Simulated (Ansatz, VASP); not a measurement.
## Two plane-wave programs on CO2

```
C O
1.0
     4.07123    0.00000    0.00000
     0.00000    4.07123    0.00000
     0.00000    0.00000    5.64490
C O
4 8
Direct
  0.19017 0.19017 0.00000
  0.30983 0.69017 0.75000
  0.69017 0.30983 0.25000
  0.80983 0.80983 0.50000
  0.65413 0.72887 0.70838
  0.34587 0.27113 0.20838
  0.72887 0.65413 0.29162
  0.22887 0.84587 0.95838
  0.27113 0.34587 0.79162
  0.15413 0.77113 0.54162
  0.84587 0.22887 0.04162
  0.77113 0.15413 0.45838
```

Alike in both runs: functional PBE; k mesh 6 × 6 × 4; occupations gaussian, width 0.02 eV; no spin polarisation.

Ansatz relaxed the structure, and its values are those at the end. VASP's run is a single point on that final structure, the one shown.

```csv
,VASP,Ansatz
version,VASP 6.6.1,Ansatz 0.2.0
potentials or method,"VASP PAW PBE potentials, release 64 (C, O), cutoff 520 eV","scalar-relativistic, plane waves, PAW"
valence electrons in the cell,64,64
```

|  | VASP | Ansatz | Ansatz less VASP |
| --- | --- | --- | --- |
| gap on the k mesh at the Fermi level (eV) | 6.57 | 6.63 | +0.062 |
| least direct gap on the mesh (eV) | 6.76 | 6.82 | +0.061 |
| pressure (GPa) | 1.3 | 0.0 | -1.29 |
| rms of the force components (eV/Å) | 0.036 | 0.003 | -0.0329 |

With one functional, cell and mesh, what is left measures potentials, basis and numerics.
